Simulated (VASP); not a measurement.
# HoMoN2 (P4/mmm) in VASP: further runs

The runs below take HoMoN2 through single point, with PBE.

Everything below comes from runs of VASP 6.6.1. Logs are shortened: lines on timing, memory, paths and dates and some standing lists are left out, and cuts for length are marked.

**1. The cell of the first run**

Symmetry: P4/mmm, No. 123, tetragonal system. The conventional cell has a = 3.978 Å, b = 3.978 Å, c = 3.242 Å, α = 90.00°, β = 90.00°, γ = 90.00°. Ho (site symmetry 4/mmm) has 8 N at 2.57 Å and 2 Ho at 3.24 Å and 8 Mo at 3.25 Å within 3.4 Å. Mo (site symmetry 4/mmm) has 4 N at 1.99 Å within 2.6 Å. N (site symmetry mmm) has 2 Mo at 1.99 Å and 4 Ho at 2.57 Å within 2.6 Å.

The cell was generated, and may not be a known phase.

**2. Single point, PBE, collinear spin**

INCAR

```
PREC     = Accurate       # precision mode
ENCUT    = 600            # plane-wave cutoff, eV
EDIFF    = 1E-6           # SCF threshold, eV
ISMEAR   = 0              # smearing method
SIGMA    = 0.1            # smearing width, eV
LREAL    = F              # projectors in reciprocal space
LASPH    = T              # aspherical terms in the spheres
NELM     = 200            # most SCF steps
ALGO     = Normal         # electronic algorithm
ISIF     = 2              # what is computed and relaxed
LWAVE    = F              # write WAVECAR
LCHARG   = F              # write CHGCAR
ISPIN    = 2              # spin polarisation
MAGMOM   = 0 1 0 0        # initial moments
LORBIT   = 11             # projections on sites
LMAXMIX  = 6              # l up to which the mixer works
GGA      = PE             # functional
NBANDS   = 28             # bands
GGA_COMPAT= F
```

KPOINTS

```
regular mesh
0
Gamma
  4 4 6
```

POSCAR

```
HoMoN2
1.0
    3.9776252561      0.0000000000      0.0000000000
    0.0000000000      3.9776252561      0.0000000000
    0.0000000000      0.0000000000      3.2423325966
Ho Mo N
1 1 2
Direct
    0.5000000000      0.5000000000      0.0000000000
    0.0000000000      0.0000000000      0.5000000000
    0.5000000000      0.0000000000      0.5000000000
    0.0000000000      0.5000000000      0.5000000000
```

Potentials or basis: VASP PAW PBE potentials, release 64 (Ho_3, Mo_sv, N), 4f in core.

Started as:

```sh
> cat potpaw_PBE.64/Ho_3/POTCAR potpaw_PBE.64/Mo_sv/POTCAR potpaw_PBE.64/N/POTCAR > POTCAR
> mpirun -np 1 vasp_std > vasp.out
```

OUTCAR:

```text
PREC = Accurate
   ENCUT = 600
   EDIFF = 1E-6
   ISMEAR = 0
   LREAL = F
   LASPH = T
   NELM = 200
   ISIF = 2
   ISPIN = 2
   LORBIT = 11
   GGA = PE

 ion  position               nearest neighbor table
   1  0.500  0.500  0.000-   3 2.57   4 2.57   3 2.57   4 2.57   3 2.57   3 2.57   4 2.57   4 2.57
                             2 3.25   2 3.25   2 3.25   2 3.25   2 3.25   2 3.25   2 3.25   2 3.25
   2  0.000  0.000  0.500-   3 1.99   4 1.99   4 1.99   3 1.99   1 3.25   1 3.25   1 3.25   1 3.25
                             1 3.25   1 3.25   1 3.25   1 3.25
   3  0.500  0.000  0.500-   2 1.99   2 1.99   1 2.57   1 2.57   1 2.57   1 2.57
   4  0.000  0.500  0.500-   2 1.99   2 1.99   1 2.57   1 2.57   1 2.57   1 2.57

  LATTYP: Found a simple tetragonal cell.
 ALAT       =     3.9776252561
 C/A-ratio  =     0.8151428020

  Lattice vectors:

 A1 = (   3.9776252561,   0.0000000000,   0.0000000000)
 A2 = (   0.0000000000,   3.9776252561,   0.0000000000)
 A3 = (   0.0000000000,   0.0000000000,   3.2423325966)

Analysis of symmetry for initial positions (statically):
=====================================================================
 Subroutine PRICEL returns:
 Original cell was already a primitive cell.

 Routine SETGRP: Setting up the symmetry group for a
 simple tetragonal supercell.

 Subroutine GETGRP returns: Found 16 space group operations
 (whereof 16 operations were pure point group operations)
 out of a pool of 16 trial point group operations.

The static configuration has the point symmetry D_4h.

Analysis of symmetry for dynamics (positions and initial velocities):
=====================================================================
 Subroutine PRICEL returns:
 Original cell was already a primitive cell.

 Routine SETGRP: Setting up the symmetry group for a
 simple tetragonal supercell.

 Subroutine GETGRP returns: Found 16 space group operations
 (whereof 16 operations were pure point group operations)
 out of a pool of 16 trial point group operations.

The dynamic configuration has the point symmetry D_4h.

Analysis of structural, dynamic, and magnetic symmetry:
=====================================================================
 Subroutine PRICEL returns:
 Original cell was already a primitive cell.

 Routine SETGRP: Setting up the symmetry group for a
 simple tetragonal supercell.

 Subroutine GETGRP returns: Found 16 space group operations
 (whereof 16 operations were pure point group operations)
 out of a pool of 16 trial point group operations.

The overall configuration has the point symmetry D_4h.

 Subroutine INISYM returns: Found 16 space group operations
 (whereof 16 operations are pure point group operations),
 and found     1 'primitive' translations

----------------------------------------------------------------------------------------

                                     Primitive cell

  volume of cell :      51.2986

  direct lattice vectors                    reciprocal lattice vectors
     3.977625256  0.000000000  0.000000000     0.251406288  0.000000000  0.000000000
     0.000000000  3.977625256  0.000000000     0.000000000  0.251406288  0.000000000
     0.000000000  0.000000000  3.242332597     0.000000000  0.000000000  0.308419932

  length of vectors
     3.977625256  3.977625256  3.242332597     0.251406288  0.251406288  0.308419932

  position of ions in fractional coordinates (direct lattice)
     0.500000000  0.500000000  0.000000000
     0.000000000  0.000000000  0.500000000
     0.500000000  0.000000000  0.500000000
     0.000000000  0.500000000  0.500000000

  ion indices of the primitive-cell ions
   primitive index   ion index
                 1           1
                 2           2
                 3           3
                 4           4

----------------------------------------------------------------------------------------

 KPOINTS: regular mesh

Automatic generation of k-mesh.
 Grid dimensions read from file:
 generate k-points for:    4    4    6

 Generating k-lattice:

[... 43 lines left out ...]
   LHFCALC =     F    Hartree Fock is set to
   AEXX    =    0.0000 exact exchange contribution
   IVDW    =     0    specifies the selected vdW correction
   LEPSILON=     F    determine dielectric tensor
   LRPA    =     F    only Hartree local field effects (RPA)
 spin polarized calculation
 Gauss-broadening in eV      SIGMA  =   0.10
  energy-cutoff  :      600.00
  volume of cell :       51.30
 maximum number of plane-waves:      1744
 NGX is ok and might be reduce to    32
   NGX = 15   NGY = 15   NGZ = 13

 number of electron      33.0000004 magnetization      -0.0243931

 number of electron      33.0000004 magnetization       0.0001739

 Free energy of the ion-electron system (eV)
  ---------------------------------------------------
  ext. energy  EPLUGINS =         0.00000000
  ---------------------------------------------------
  free energy    TOTEN  =       -36.34219207 eV

  energy without entropy =      -36.33678883  energy(sigma->0) =      -36.33949045

 E-fermi :   8.0047     XC(G=0): -12.2301

 val. band max:        7.8409311062   @ k =   0.5000   0.0000   0.0000
 cond. band min:       8.0214386164   @ k =   0.2500   0.2500   0.0000
 fundamental gap:      0.1805075102
 Fermi energy:         8.0046843726

 spin component 1

 k-point     1 :       0.0000    0.0000    0.0000
  band No.  band energies     occupation
      1     -53.6913      1.00000
      2     -28.0195      1.00000
      3     -28.0195      1.00000
      4     -27.4368      1.00000
      5     -16.1183      1.00000
      6     -16.1183      1.00000
[... 733 lines left out ...]
     27      17.9907      0.00000
     28      20.1097      0.00000
 Fermi energy:         8.0046843726

 spin component 2

 k-point     1 :       0.0000    0.0000    0.0000
  band No.  band energies     occupation
      1     -53.6911      1.00000
      2     -28.0194      1.00000
      3     -28.0194      1.00000
      4     -27.4367      1.00000
      5     -16.1184      1.00000
      6     -16.1184      1.00000
[... 733 lines left out ...]
     27      17.9908      0.00000
     28      20.1082      0.00000

------------------------ aborting loop because EDIFF is reached ----------------------------------------

  FORCE on cell =-STRESS in cart. coord.  units (eV):
  Direction    XX          YY          ZZ          XY          YZ          ZX
  --------------------------------------------------------------------------------------
  -------------------------------------------------------------------------------------
  Total        0.3936298      0.3936298      0.0627189      0.0000000      0.0000000     -0.0000000
  in kB       12.2940027     12.2940027      1.9588622      0.0000000      0.0000000     -0.0000000
  external PRESSURE =       8.8489559 kB  Pullay stress =       0.0000000 kB

 VOLUME and BASIS-vectors are now :
 -----------------------------------------------------------------------------
  energy-cutoff  :      600.00
  volume of cell :       51.30
      direct lattice vectors                 reciprocal lattice vectors
     3.977625256  0.000000000  0.000000000     0.251406288  0.000000000  0.000000000
     0.000000000  3.977625256  0.000000000     0.000000000  0.251406288  0.000000000
     0.000000000  0.000000000  3.242332597     0.000000000  0.000000000  0.308419932

 POSITION                                       TOTAL-FORCE (eV/Angst)
 -----------------------------------------------------------------------------------
      1.98881      1.98881      0.00000         0.000000      0.000000      0.000000
      0.00000      0.00000      1.62117         0.000000      0.000000      0.000000
      1.98881      0.00000      1.62117         0.000000      0.000000      0.000000
      0.00000      1.98881      1.62117         0.000000      0.000000      0.000000
 -----------------------------------------------------------------------------------
    total drift:                                0.000000     -0.000000     -0.000000

  FREE ENERGIE OF THE ION-ELECTRON SYSTEM (eV)
  ---------------------------------------------------
  free  energy   TOTEN  =       -36.3421920733 eV

  energy  without entropy=      -36.3367888251  energy(sigma->0) =      -36.33949045

 total charge

# of ion       s       p       d       tot
------------------------------------------
    1        0.301   6.735   1.262   8.299
    2        2.348   6.301   3.896  12.546
    3        1.258   2.456   0.000   3.714
    4        1.258   2.456   0.000   3.714
--------------------------------------------------
tot          5.166  17.948   5.158  28.272

 magnetization (x)

# of ion       s       p       d       tot
------------------------------------------
    1        0.000   0.000   0.000   0.000
    2       -0.000  -0.000  -0.000  -0.000
    3        0.000   0.000   0.000   0.000
    4        0.000   0.000   0.000   0.000
--------------------------------------------------
tot          0.000   0.000  -0.000  -0.000
```

It took 66 s on 1 thread of AMD EPYC 7R13 (Zen 3), shared host; peak memory 0.21 GiB.

What came out:

```
Free energy                                           : -36.3422 eV
Pressure                                              : 0.9 GPa
Net moment                                            : 0.00 μB per cell
Valence electrons inside the program's atomic spheres : Ho 8.30; Mo 12.55; N 3.71
```

Caveat: the k points lie up to 0.39 Å⁻¹ apart; the magnetic or orbital state may not be the lowest; the moments typed at the start vanished in this run; spin-orbit coupling is left out, which moves the levels of the heavy elements; the 4f electrons are frozen in the core, so they carry no moment and show no levels. With open d or f shells a metallic result of PBE can be an artefact of self-interaction; +U or a hybrid may open a gap.

**3. Single point, PBE (12.40 Å³/atom)**

This run uses another cell than the first one, of 12.40 Å³/atom.

INCAR

```
SYSTEM = HoMoN2
ALGO = Normal
EDIFF = 1E-6
ENCUT = 600
GGA = PE
GGA_COMPAT = .FALSE.
ISIF = 2
ISMEAR = 0
LASPH = .TRUE.
LCHARG = .FALSE.
LMAXMIX = 6
LREAL = .FALSE.
LWAVE = .FALSE.
NBANDS = 24
NELM = 200
PREC = Accurate
SIGMA = 0.1
```

KPOINTS

```
k-points
0
G
  10 10 12
  0 0 0
```

POSCAR

```
HoMoN2
1.0
    3.9667029226      0.0000000000      0.0000000000
    0.0000000000      3.9667029226      0.0000000000
    0.0000000000      0.0000000000      3.1520777650
Ho Mo N
1 1 2
Direct
    0.5000000000      0.5000000000      0.0000000000
    0.0000000000      0.0000000000      0.5000000000
    0.5000000000      0.0000000000      0.5000000000
    0.0000000000      0.5000000000      0.5000000000
```

Potentials or basis: VASP PAW PBE potentials, release 64 (Ho_3, Mo_sv, N), 4f in core.

Started as:

```sh
> cat potpaw_PBE.64/Ho_3/POTCAR potpaw_PBE.64/Mo_sv/POTCAR potpaw_PBE.64/N/POTCAR > POTCAR
> mpirun -np 1 vasp_std > vasp.out
```

Run time: 4.6 min. Hardware: 1 thread of AMD EPYC 7R43 (Zen 3), shared host; peak memory 0.31 GiB.

The run converged. Its results:

```yaml
Free_energy: -36.3209 eV
Pressure: 6.2 GPa
Band_gap_on_the_k_mesh: zero (an odd number of electrons rules out a gap without spin polarisation)
```

Stress tensor (GPa, compression positive):
```
6.26 0.00 0.00
0.00 6.26 0.00
0.00 0.00 6.05
```

Levels at points of the mesh, in eV from the Fermi level:
| k point | band 12 | band 13 | band 14 | band 15 | band 16 | band 17 | band 18 | band 19 | band 20 | band 21 |
| --- | --- | --- | --- | --- | --- | --- | --- | --- | --- | --- |
| (0.00, 0.00, 0.00) | -3.64 | -2.20 | -2.12 | -1.61 | -1.50 | -1.50 | -0.21 | -0.21 | 0.24 | 2.48 |
| (0.50, 0.00, 0.00) | -4.70 | -3.52 | -3.06 | -2.98 | -2.90 | 0.08 | 1.11 | 2.27 | 3.08 | 3.48 |
| (0.50, 0.50, 0.00) | -6.70 | -4.25 | -4.25 | -3.28 | -2.01 | 1.00 | 2.90 | 2.90 | 4.59 | 6.09 |
| (0.00, 0.00, 0.50) | -5.25 | -4.79 | -1.77 | -1.77 | -1.43 | -1.43 | -1.15 | 2.50 | 3.66 | 3.74 |
| (0.50, 0.00, 0.50) | -6.16 | -3.91 | -2.83 | -2.57 | -2.15 | 1.52 | 2.05 | 2.30 | 4.01 | 5.10 |
| (0.50, 0.50, 0.50) | -5.97 | -5.40 | -5.40 | -1.04 | -0.35 | 2.23 | 2.23 | 3.44 | 3.61 | 3.85 |

Caveat: the cell stands under pressure; spin-orbit coupling is left out, which moves the levels of the heavy elements; the 4f electrons are frozen in the core, so they carry no moment and show no levels; an odd number of electrons without spin polarisation forces a metal; a magnetic or distorted state may lie lower; the run has no spin polarisation, though such a crystal can be magnetic. With open d or f shells a metallic result of PBE can be an artefact of self-interaction; +U or a hybrid may open a gap.

**4. Single point, PBE**

This run uses another cell than the first one, of 12.78 Å³/atom.

INCAR

```
  PREC = Accurate
  ENCUT = 600
  EDIFF = 1E-6
  ISMEAR = 0
  SIGMA = 0.1
  LREAL = False
  LASPH = True
  NELM = 200
  ALGO = Normal
  ISIF = 2
  LWAVE = False
  LCHARG = False
  GGA = PE
  NBANDS = 24
  GGA_COMPAT = False
  LMAXMIX = 6
```

KPOINTS

```
Automatic mesh
0
Gamma
  10 10 12
```

POSCAR

```
HoMoN2
1.0
    3.9891296825      0.0000000000      0.0000000000
    0.0000000000      3.9891296825      0.0000000000
    0.0000000000      0.0000000000      3.2131295153
Ho Mo N
1 1 2
Direct
    0.5000000000      0.5000000000      0.0000000000
    0.0000000000      0.0000000000      0.5000000000
    0.5000000000      0.0000000000      0.5000000000
    0.0000000000      0.5000000000      0.5000000000
```

Started as:

```sh
> cat potpaw_PBE.64/Ho_3/POTCAR potpaw_PBE.64/Mo_sv/POTCAR potpaw_PBE.64/N/POTCAR > POTCAR
> mpirun -np 1 vasp_std > vasp.out
```

It took 4.4 min on 1 thread of AMD EPYC 7R43 (Zen 3), shared host; peak memory 0.31 GiB.

It converged, with:

| Item | Value |
| --- | --- |
| Free energy | -36.3525 eV |
| Pressure | 0.2 GPa |
| Band gap on the k mesh | zero (an odd number of electrons rules out a gap without spin polarisation) |

Stress tensor (GPa, compression positive):
```
0.30 0.00 0.00
0.00 0.30 0.00
0.00 0.00 0.15
```

Levels at points of the mesh, in eV from the Fermi level:
| k point | band 14 | band 15 | band 16 | band 17 | band 18 | band 19 |
| --- | --- | --- | --- | --- | --- | --- |
| (0.00, 0.00, 0.00) | -2.00 | -1.63 | -1.46 | -1.46 | -0.27 | -0.27 |
| (0.50, 0.00, 0.00) | -3.00 | -2.91 | -2.85 | 0.02 | 1.17 | 2.25 |
| (0.50, 0.50, 0.00) | -4.24 | -3.15 | -1.87 | 1.08 | 2.80 | 2.80 |
| (0.00, 0.00, 0.50) | -1.67 | -1.67 | -1.42 | -1.42 | -1.12 | 2.29 |
| (0.50, 0.00, 0.50) | -2.82 | -2.44 | -2.15 | 1.54 | 2.02 | 2.12 |
| (0.50, 0.50, 0.50) | -5.28 | -0.97 | -0.37 | 2.23 | 2.23 | 3.32 |

Caveat: spin-orbit coupling is left out, which moves the levels of the heavy elements; the 4f electrons are frozen in the core, so they carry no moment and show no levels; an odd number of electrons without spin polarisation forces a metal; a magnetic or distorted state may lie lower; the run has no spin polarisation, though such a crystal can be magnetic. With open d or f shells a metallic result of PBE can be an artefact of self-interaction; +U or a hybrid may open a gap.

**5. Single point, PBE**

This run uses another cell than the first one, of 12.78 Å³/atom.

INCAR

```
  PREC = Accurate
  ENCUT = 600
  EDIFF = 1E-6
  ISMEAR = 0
  SIGMA = 0.1
  LREAL = F
  LASPH = T
  NELM = 200
  ALGO = Normal
  ISIF = 2
  LWAVE = F
  LCHARG = F
  GGA = PE
  NBANDS = 24
  GGA_COMPAT = F
  LMAXMIX = 6
```

KPOINTS is that of step 4.

POSCAR

```
HoMoN2
1.0
    3.9889784487      0.0000000000      0.0000000000
    0.0000000000      3.9889784487      0.0000000000
    0.0000000000      0.0000000000      3.2130471304
Ho Mo N
1 1 2
Direct
    0.5000000000      0.5000000000      0.0000000000
    0.0000000000      0.0000000000      0.5000000000
    0.5000000000      0.0000000000      0.5000000000
    0.0000000000      0.5000000000      0.5000000000
```

Started as:

```sh
> cat potpaw_PBE.64/Ho_3/POTCAR potpaw_PBE.64/Mo_sv/POTCAR potpaw_PBE.64/N/POTCAR > POTCAR
> mpirun -np 1 vasp_std > vasp.out
```

It took 5.4 min on 1 thread of AMD EPYC 7R43 (Zen 3), shared host; peak memory 0.31 GiB.

It converged, with:

| Item | Value |
| --- | --- |
| Free energy | -36.3525 eV |
| Pressure | 0.3 GPa |
| Band gap on the k mesh | zero (an odd number of electrons rules out a gap without spin polarisation) |

Stress tensor (GPa, compression positive):
```
0.33 0.00 0.00
0.00 0.33 0.00
0.00 0.00 0.16
```

Levels at points of the mesh, in eV from the Fermi level:
```csv
k point,band 14,band 15,band 16,band 17,band 18,band 19
"(0.00, 0.00, 0.00)",-2.00,-1.63,-1.46,-1.46,-0.27,-0.27
"(0.50, 0.00, 0.00)",-3.00,-2.91,-2.85,0.02,1.17,2.25
"(0.50, 0.50, 0.00)",-4.24,-3.15,-1.87,1.08,2.80,2.80
"(0.00, 0.00, 0.50)",-1.67,-1.67,-1.42,-1.42,-1.12,2.29
"(0.50, 0.00, 0.50)",-2.82,-2.44,-2.15,1.54,2.02,2.12
"(0.50, 0.50, 0.50)",-5.28,-0.97,-0.37,2.23,2.23,3.32
```

Caveat: spin-orbit coupling is left out, which moves the levels of the heavy elements; the 4f electrons are frozen in the core, so they carry no moment and show no levels; an odd number of electrons without spin polarisation forces a metal; a magnetic or distorted state may lie lower; the run has no spin polarisation, though such a crystal can be magnetic.

**6. The runs side by side**

```csv
spin,cell,k mesh,gap on the mesh (eV),pressure (GPa)
collinear,"a = 3.978, b = 3.978, c = 3.242 Å, 4 atoms",4 × 4 × 6,none,0.9
off,"a = 3.967, b = 3.967, c = 3.152 Å, 4 atoms",10 × 10 × 12,none,6.2
off,"a = 3.989, b = 3.989, c = 3.213 Å, 4 atoms",10 × 10 × 12,none,0.3
```

Alike in all rows: task single point; level PBE; potentials or basis VASP PAW PBE potentials, release 64 (Ho_3, Mo_sv, N), 4f in core; cutoff (eV) 600; smearing gaussian 0.1 eV.

Caveats: some runs use coarse meshes; spin-orbit coupling is left out, which moves the levels of the heavy elements; the 4f electrons are frozen in the core, so they carry no moment and show no levels; an odd number of electrons without spin polarisation forces a metal (at least some runs); a magnetic or distorted state may lie lower (at least some runs); the magnetic or orbital state may not be the lowest (at least some runs); the moments typed at the start vanished in this run (at least some runs); the cell stands under pressure (at least some runs).

Total energies depend on the potentials used, so only differences within one code and one set of settings carry meaning.

The gap in the log of VASP goes by the Fermi energy; the results here count the filled bands.